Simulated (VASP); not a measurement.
A run of VASP 6.6.1 is set up as follows.

The input INCAR:

```
SYSTEM = ScAl
PREC = Accurate ; ENCUT = 520
EDIFF = 1E-8 ; ISMEAR = -1
SIGMA = 0.08 ; LREAL = .False.
LASPH = .True. ; NELM = 100
ALGO = Normal ; ISIF = 2
LWAVE = .False. ; LCHARG = .False.
GGA = PS ; NBANDS = 14
IBRION = 8 ; NSW = 1
```

Contents of KPOINTS:

```
Automatic mesh
0
Gamma
  12 12 12
  0 0 0
```

File POSCAR:

```
ScAl
1.0
    3.3451913868      0.0000000000      0.0000000000
    0.0000000000      3.3451913868      0.0000000000
    0.0000000000      0.0000000000      3.3451913868
Sc Al
1 1
Direct
    0.5000000000      0.5000000000      0.5000000000
    0.0000000000      0.0000000000      0.0000000000
```

Potentials or basis: VASP PAW PBE potentials, release 64 (Sc_sv, Al).

Command:

```bash
$ cat potpaw_PBE.64/Sc_sv/POTCAR potpaw_PBE.64/Al/POTCAR > POTCAR
$ mpirun -np 1 vasp_std > vasp.out
```

(1) Predict the highest phonon frequency at Γ, LO-TO splitting left out.

Answers

(1) 291 cm⁻¹.
